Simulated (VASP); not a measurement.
Cu: single point with PBEsol

Crystal: Cu.

```
Cu
1.0
     1.21846   -3.97638    0.00000
     1.21846    3.97638    0.00000
     0.00000    0.00000    2.47550
Cu
2
Direct
  0.13387 0.86613 0.25000
  0.86613 0.13387 0.75000
```

- Program: VASP 6.6.1
- Task: single point
- Functional: PBEsol
- Potentials or basis: VASP PAW PBE potentials, release 64 (Cu)
- Cutoff: 600 eV
- k mesh: 7 × 7 × 7
- Occupations: fermi-dirac, width 0.05 eV
- Spin: no spin polarisation
- Dipole correction: no
- Further INCAR settings: ALGO = Normal; EDIFF = 1e-06; NBANDS = 18

- Pressure: -0.7 GPa
- Largest force: 0.030 eV/Å
- Band gap on the k mesh: zero (bands 11 and 12 overlap by 4.85 eV)

Forces on the atoms (eV/Å):
```
Cu   0.000 -0.030  0.000
Cu   0.000  0.030  0.000
```

Stress tensor (GPa, compression positive):
```
 0.09  0.00  0.00
 0.00 -2.50  0.00
 0.00  0.00  0.36
```

Levels at points of the mesh, in eV from the Fermi level:
| k point | band 7 | band 8 | band 9 | band 10 | band 11 | band 12 | band 13 | band 14 | band 15 | band 16 |
| --- | --- | --- | --- | --- | --- | --- | --- | --- | --- | --- |
| (0.00, 0.00, 0.00) | -2.32 | -2.01 | -1.80 | -1.66 | -1.43 | -0.08 | 4.80 | 14.73 | 18.38 | 19.25 |

It took 16 s on 1 thread of Intel(R) Xeon(R) 6975P-C (Granite Rapids), with other jobs on the host, peak memory 0.17 GiB.

Caveat: the k points lie up to 0.39 Å⁻¹ apart, too coarse for converged energies and pressures of a metal; the PAW data sets were made with another functional, which shifts forces and pressure a little.
